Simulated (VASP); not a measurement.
A run of VASP 6.6.1 is set up as follows.

INCAR

```
ALGO = Normal
EDIFF = 1E-7
ENCUT = 520
GGA = PE
ISIF = 2
ISMEAR = 0
LASPH = T
LCHARG = T
LELF = T
LREAL = F
LVHAR = T
LWAVE = F
NBANDS = 15
NELM = 60
PREC = Accurate
SIGMA = 0.01
```

KPOINTS

```
k-points
0
Gamma
  6 6 6
```

File POSCAR:

```
BaTe
1.0
    4.1581649023      0.0000000000      0.0000000000
    0.0000000000      4.1581649023      0.0000000000
    0.0000000000      0.0000000000      4.1581649023
Ba Te
1 1
Direct
    0.0000000000      0.0000000000      0.0000000000
    0.5000000000      0.5000000000      0.5000000000
```

Potentials or basis: VASP PAW PBE potentials, release 64 (Ba_sv, Te).

Command:

```console
$ cat potpaw_PBE.64/Ba_sv/POTCAR potpaw_PBE.64/Te/POTCAR > POTCAR
$ mpirun -np 1 vasp_std > vasp.out
```

Problem. What does it give for the pressure?

Solution. 2.9 GPa.

Problem. What does it give for the band gap on the k mesh?

Solution. 0.60 eV, indirect (least direct gap 0.91 eV).

Caveat: spin-orbit coupling is left out, which moves the levels of the heavy elements. A k mesh can miss the band edges.
